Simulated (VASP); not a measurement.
Input of a VASP 6.6.1 run:

Contents of INCAR:

```
SYSTEM = NiO
PREC = Accurate
ENCUT = 520
EDIFF = 1E-7
ISMEAR = 0
SIGMA = 0.1
LREAL = .FALSE.
LASPH = .TRUE.
NELM = 150
ALGO = Normal
ISIF = 2
LWAVE = .FALSE.
LCHARG = .FALSE.
ISPIN = 2
MAGMOM = 1.6 0.32
LORBIT = 11
LMAXMIX = 4
GGA = PE
NBANDS = 19
```

File KPOINTS:

```
Automatic mesh
0
G
  18 18 18
  0 0 0
```

File POSCAR:

```
NiO
1.0
    0.0000000000      2.0651399864      2.0651399864
    2.0651399864      0.0000000000      2.0651399864
    2.0651399864      2.0651399864      0.0000000000
Ni O
1 1
Direct
    0.0000000000      0.0000000000      0.0000000000
    0.5000000000      0.5000000000      0.5000000000
```

Potentials or basis: VASP PAW PBE potentials, release 64 (Ni, O).

Launch:

```bash
$ cat potpaw_PBE.64/Ni/POTCAR potpaw_PBE.64/O/POTCAR > POTCAR
$ mpirun -np 1 vasp_std > vasp.out
```

(1) Estimate the pressure.

(2) What does it give for the net moment?

Results:

(1) 11.2 GPa.

(2) 1.59 μB per cell.

Caveat: the cell stands under pressure; a cell with one magnetic atom can't hold antiferromagnetic order, which such compounds often take.
